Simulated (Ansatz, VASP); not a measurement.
**One calculation of WC, two programs**

INCAR

```
  PREC = Accurate
  ENCUT = 520
  EDIFF = 1E-7
  ISMEAR = -1
  SIGMA = 0.15
  LREAL = F
  LASPH = T
  NELM = 100
  ALGO = Normal
  ISIF = 2
  LWAVE = F
  LCHARG = F
  GGA = PE
  NBANDS = 16
```

The input KPOINTS:

```
regular mesh
0
Gamma
  11 11 10
```

The input POSCAR:

```
WC
1.0
    2.9635046684      0.0000000000      0.0000000000
   -1.4817523342      2.5664674353      0.0000000000
    0.0000000000      0.0000000000      2.8922337321
W C
1 1
Direct
    0.0000000000      0.0000000000      0.0000000000
    0.6666666667      0.3333333333      0.5000000000
```

Input for Ansatz:

```yaml
crystal:
  lattice:
    - [2.9635046683701716, 0.0, 0.0]
    - [-1.4817523341850858, 2.5664674353189607, 0.0]
    - [0.0, 0.0, 2.8922337320828584]
  atoms:
    - { symbol: W, position: [0.0, 0.0, 0.0] }
    - { symbol: C, position: [0.6666666666666666, 0.3333333333333333, 0.5] }
basis:
  ecutwfc: 571.4391111657479
kpoints:
  mp_grid:
    grid: [11, 11, 10]
hamiltonian:
  xc: pbe
scf:
  convergence:
    dr2_threshold: 1.0e-10
  occupations:
    method: fermi_dirac
    width: 0.15
output:
  stress: true
```

Alike in both runs: task single point; functional PBE; k mesh 11 × 11 × 10; occupations fermi-dirac, width 0.15 eV; no spin polarisation.

|  | VASP | Ansatz |
| --- | --- | --- |
| version | VASP 6.6.1 | Ansatz 0.2.0 |
| potentials or method | VASP PAW PBE potentials, release 64 (W_sv, C), cutoff 520 eV | plane waves, PAW |
| valence electrons in the cell | 18 | 18 |

```tsv
	VASP	Ansatz	Ansatz less VASP
pressure (GPa)	-14.6	-15.5	-0.90
traceless stress, the component that is largest in VASP (GPa)	-2.56	-2.74	-0.181
```

Ansatz's warnings: structure snapped to symmetry.

Spin-orbit coupling is off throughout.
